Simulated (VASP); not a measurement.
**Ir: single point with PBEsol**

The system is Ir.

```
CELL_PARAMETERS angstrom
0.00000 1.89950 1.89950
1.89950 0.00000 1.89950
1.89950 1.89950 0.00000
ATOMIC_POSITIONS crystal
Ir 0.00000 0.00000 0.00000
```

- Program: VASP 6.6.1
- Task: single point
- Functional: PBEsol
- Potentials or basis: VASP PAW PBE potentials, release 64 (Ir)
- Cutoff: 500 eV
- k mesh: 13 × 13 × 13
- Occupations: fermi-dirac, width 0.05 eV
- Spin: no spin polarisation
- Dipole correction: no
- Further INCAR settings: ALGO = Normal; EDIFF = 1e-06; NBANDS = 10

- Pressure: 11.6 GPa

Levels at points of the mesh, in eV from the Fermi level:
```tsv
k point	band 1	band 2	band 3	band 4	band 5	band 6	band 7	band 8
(0.00, 0.00, 0.00)	-11.56	-4.11	-4.11	-4.11	-1.25	-1.25	14.23	20.00
```

Run time: 9.8 s on 1 thread of AMD EPYC 9R45 (Zen 5), with other jobs on the host, peak memory 0.1 GiB.

Caveat: the PAW data sets were made with another functional, which shifts forces and pressure a little; spin-orbit coupling is left out, which moves the levels of the heavy elements.
